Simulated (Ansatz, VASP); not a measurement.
SrTiO3 in VASP and in Ansatz

```
Sr Ti O
1.0
     3.93683    0.00000    0.00000
     0.00000    3.93683    0.00000
     0.00000    0.00000    3.93683
Sr Ti O
1 1 3
Direct
  0.50000 0.50000 0.50000
  0.00000 0.00000 0.00000
  0.00000 0.00000 0.50000
  0.00000 0.50000 0.00000
  0.50000 0.00000 0.00000
```

Change from the starting cell: species swapped into the KCrF3 type (P4/mmm, No. 123).

Alike in both runs: functional PBE; k mesh 8 × 8 × 8; occupations gaussian, width 0.02 eV; no spin polarisation.

Ansatz relaxed the structure, and its values are those at the end. VASP's run is a single point on that final structure, the one shown.

|  | VASP | Ansatz |
| --- | --- | --- |
| version | VASP 6.6.1 | Ansatz 0.2.0 |
| potentials or method | VASP PAW PBE potentials, release 64 (Sr_sv, Ti_sv, O), cutoff 520 eV | scalar-relativistic, plane waves, PAW |
| valence electrons in the cell | 40 | 40 |

VASP gave:

```
gap on the k mesh at the Fermi level (eV) : 1.81
least direct gap on the mesh (eV)         : 2.18
pressure (GPa)                            : 0.6
```

Question: Which values does Ansatz return?

Answer: gap on the k mesh at the Fermi level (eV): 1.84; least direct gap on the mesh (eV): 2.20; pressure (GPa): 0.0.
